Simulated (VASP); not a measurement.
# SrO (I4/mmm) in VASP: a series of runs, part 2 of 2

VASP 6.6.1.

## 3. Single point, LDA (zz strain of +2 %)

The input, INCAR:

```
  PREC = Accurate
  ENCUT = 520
  EDIFF = 1E-6
  ISMEAR = -1
  SIGMA = 0.02
  LREAL = False
  LASPH = True
  NELM = 60
  ALGO = Normal
  ISIF = 2
  LWAVE = False
  LCHARG = True
  LELF = True
  LVHAR = True
  NBANDS = 15
```

The input, KPOINTS:

```
Automatic mesh
0
Gamma
  8 8 8
```

The input, POSCAR:

```
SrO
1.0
    0.0000000000      2.5698000000      2.6211960000
    2.5698000000      0.0000000000      2.6211960000
    2.5698000000      2.5698000000      0.0000000000
Sr O
1 1
Direct
    0.0000000000      0.0000000000      0.0000000000
    0.5000000000      0.5000000000      0.5000000000
```

Potentials or basis: VASP PAW LDA potentials, release 64 (Sr_sv, O).

Launch:

```bash
$ cat potpaw_LDA.64/Sr_sv/POTCAR potpaw_LDA.64/O/POTCAR > POTCAR
$ mpirun -np 1 vasp_std > vasp.out
```

OUTCAR:

```text
PREC = Accurate
   ENCUT = 520
   EDIFF = 1E-6
   ISMEAR = -1
   LREAL = False
   LASPH = True
   NELM = 60
   ISIF = 2

 ion  position               nearest neighbor table
   1  0.000  0.000  0.000-   2 2.57   2 2.57   2 2.57   2 2.57   2 2.62   2 2.62
   2  0.500  0.500  0.500-   1 2.57   1 2.57   1 2.57   1 2.57   1 2.62   1 2.62

  LATTYP: Found a body centered tetragonal cell.
 ALAT       =     3.6342460126
 C/A-ratio  =     1.4424978336

  Lattice vectors:

[... 606 lines left out ...]
      7       0.3930      2.00000
      8       0.5783      2.00000
      9       6.6932      0.00000
     10       7.9857      0.00000
     11       9.5708      0.00000
     12       9.7460      0.00000
     13      11.5080      0.00000
     14      12.1540      0.00000
     15      16.6642      0.00000

 [... further k-points ...]
[... 5 lines left out ...]
  --------------------------------------------------------------------------------------
  -------------------------------------------------------------------------------------
  Total       -0.9408211     -0.9408211     -1.4105162      0.0000000      0.0000000     -0.0000000
  in kB      -43.5401049    -43.5401049    -65.2770511      0.0000000      0.0000000     -0.0000000
  external PRESSURE =     -50.7857536 kB  Pullay stress =       0.0000000 kB

 VOLUME and BASIS-vectors are now :
 -----------------------------------------------------------------------------
  energy-cutoff  :      520.00
  volume of cell :       34.62
      direct lattice vectors                 reciprocal lattice vectors
     0.000000000  2.569800000  2.621196000    -0.194567671  0.194567671  0.190752618
     2.569800000  0.000000000  2.621196000     0.194567671 -0.194567671  0.190752618
     2.569800000  2.569800000  0.000000000     0.194567671  0.194567671 -0.190752618

 POSITION                                       TOTAL-FORCE (eV/Angst)
 -----------------------------------------------------------------------------------
      0.00000      0.00000      0.00000        -0.000000     -0.000000      0.000000
      2.56980      2.56980      2.62120         0.000000      0.000000     -0.000000
 -----------------------------------------------------------------------------------
    total drift:                                0.000000      0.000000      0.000000

  FREE ENERGIE OF THE ION-ELECTRON SYSTEM (eV)
  ---------------------------------------------------
  free  energy   TOTEN  =       -13.3537456543 eV

  energy  without entropy=      -13.3537456543  energy(sigma->0) =      -13.35374565
```

Wall time 15 s (1 thread of AMD EPYC 9R45 (Zen 5), shared host); peak memory 0.13 GiB.

What came out:

* Free energy: -13.3537 eV
* Pressure: -5.1 GPa
* Band gap on the k mesh: 3.07 eV (least direct gap 3.16 eV)

Stress tensor (GPa, compression positive):
```
-4.35  0.00  0.00
 0.00 -4.35  0.00
 0.00  0.00 -6.53
```

Caveat: the cell differs from its parent crystal (zz strain of +2 %); the cell stands under tension. A k mesh can miss the band edges.

## 4. Single point, LDA (zz strain of +3 %)

The input, INCAR:

```
SYSTEM = SrO
PREC = Accurate
ENCUT = 520
EDIFF = 1E-7
ISMEAR = -1
SIGMA = 0.02
LREAL = .FALSE.
LASPH = .TRUE.
NELM = 100
ALGO = Normal
ISIF = 2
LWAVE = .FALSE.
LCHARG = .FALSE.
GGA = CA
NBANDS = 15
```

The input, KPOINTS:

```
regular mesh
0
G
  8 8 8
  0 0 0
```

The input, POSCAR:

```
SrO
1.0
    0.0000000000      2.5698000000      2.6468940000
    2.5698000000      0.0000000000      2.6468940000
    2.5698000000      2.5698000000      0.0000000000
Sr O
1 1
Direct
    0.0000000000      0.0000000000      0.0000000000
    0.5000000000      0.5000000000      0.5000000000
```

Launch:

```bash
$ cat potpaw_LDA.64/Sr_sv/POTCAR potpaw_LDA.64/O/POTCAR > POTCAR
$ mpirun -np 1 vasp_std > vasp.out
```

It took 14 s on 1 thread of AMD EPYC 9R45 (Zen 5), shared host; peak memory 0.13 GiB.

The run converged. Its results:

```
Free energy            : -13.3388 eV
Pressure               : -5.8 GPa
Band gap on the k mesh : 3.06 eV (least direct gap 3.15 eV)
```

Stress tensor (GPa, compression positive):
```
-4.76  0.00  0.00
 0.00 -4.76  0.00
 0.00  0.00 -7.75
```

Levels at points of the mesh, in eV from the valence-band top:
| k point | band 5 | band 6 | band 7 | band 8 | band 9 | band 10 | band 11 | band 12 |
| --- | --- | --- | --- | --- | --- | --- | --- | --- |
| (0.00, 0.00, 0.00) | -13.96 | -0.09 | 0.00 | 0.00 | 3.55 | 5.87 | 6.09 | 6.09 |
| (0.50, 0.00, 0.00) | -12.67 | -2.22 | -1.14 | -1.14 | 6.29 | 8.01 | 8.59 | 8.64 |
| (0.50, 0.50, 0.00) | -14.28 | -0.62 | -0.10 | -0.10 | 3.16 | 7.51 | 9.81 | 9.99 |
| (0.50, 0.00, 0.50) | -14.32 | -0.45 | -0.21 | -0.09 | 3.06 | 7.50 | 9.93 | 9.98 |

Caveat: the cell differs from its parent crystal (zz strain of +3 %); the cell stands under tension.

## 5. Single point, LDA (equal xx and yy strain of +2 %)

The input, INCAR:

```
PREC = Accurate ; ENCUT = 520
EDIFF = 1E-7 ; ISMEAR = -1
SIGMA = 0.02 ; LREAL = False
LASPH = True ; NELM = 80
ALGO = Normal ; ISIF = 2
LWAVE = False ; LCHARG = True
LELF = True ; LVHAR = True
NBANDS = 15
```

The input, KPOINTS:

```
regular mesh
0
Gamma
  8 8 8
```

The input, POSCAR:

```
SrO
1.0
    0.0000000000      2.6211960000      2.5698000000
    2.6211960000      0.0000000000      2.5698000000
    2.6211960000      2.6211960000      0.0000000000
Sr O
1 1
Direct
    0.0000000000      0.0000000000      0.0000000000
    0.5000000000      0.5000000000      0.5000000000
```

Launch:

```bash
$ cat potpaw_LDA.64/Sr_sv/POTCAR potpaw_LDA.64/O/POTCAR > POTCAR
$ mpirun -np 1 vasp_std > vasp.out
```

Run time: 16 s. Hardware: 1 thread of AMD EPYC 9R45 (Zen 5), shared host; peak memory 0.13 GiB.

It converged, with:

| Quantity | Value |
| --- | --- |
| Free energy | -13.3288 eV |
| Pressure | -6.6 GPa |
| Band gap on the k mesh | 3.03 eV (least direct gap 3.20 eV) |

Stress tensor (GPa, compression positive):
```
-7.29  0.00  0.00
 0.00 -7.29  0.00
 0.00  0.00 -5.22
```

Levels at points of the mesh, in eV from the valence-band top:
| k point | band 5 | band 6 | band 7 | band 8 | band 9 | band 10 | band 11 | band 12 |
| --- | --- | --- | --- | --- | --- | --- | --- | --- |
| (0.00, 0.00, 0.00) | -14.02 | -0.07 | -0.07 | 0.00 | 3.48 | 5.93 | 5.93 | 6.08 |
| (0.50, 0.00, 0.00) | -12.73 | -2.22 | -1.14 | -1.13 | 6.24 | 7.92 | 8.52 | 8.56 |
| (0.50, 0.50, 0.00) | -14.39 | -0.46 | -0.18 | -0.18 | 3.03 | 7.43 | 9.85 | 9.88 |
| (0.50, 0.00, 0.50) | -14.34 | -0.57 | -0.18 | -0.10 | 3.11 | 7.41 | 9.77 | 9.90 |

Caveat: the cell differs from its parent crystal (equal xx and yy strain of +2 %); the cell stands under tension. A k mesh can miss the band edges.

## 6. Summary

```csv
cell,gap on the mesh (eV),pressure (GPa)
"a = 3.652, b = 3.652, c = 3.634 Å, angles 60.2, 60.2, 59.7°, 2 atoms",3.08,-4.3
"a = 3.671, b = 3.671, c = 3.634 Å, angles 60.3, 60.3, 59.3°, 2 atoms",3.07,-5.1
"a = 3.689, b = 3.689, c = 3.634 Å, angles 60.5, 60.5, 59.0°, 2 atoms",3.06,-5.8
"a = 3.671, b = 3.671, c = 3.707 Å, angles 59.7, 59.7, 60.7°, 2 atoms",3.03,-6.6
```

Alike in all rows: task single point; level LDA; potentials or basis VASP PAW LDA potentials, release 64 (Sr_sv, O); no spin polarisation; k mesh 8 × 8 × 8; cutoff (eV) 520; smearing fermi-dirac 0.02 eV.

Caveats: the cell stands under tension.

Total energies depend on the potentials used, so only differences within one code and one set of settings carry meaning.
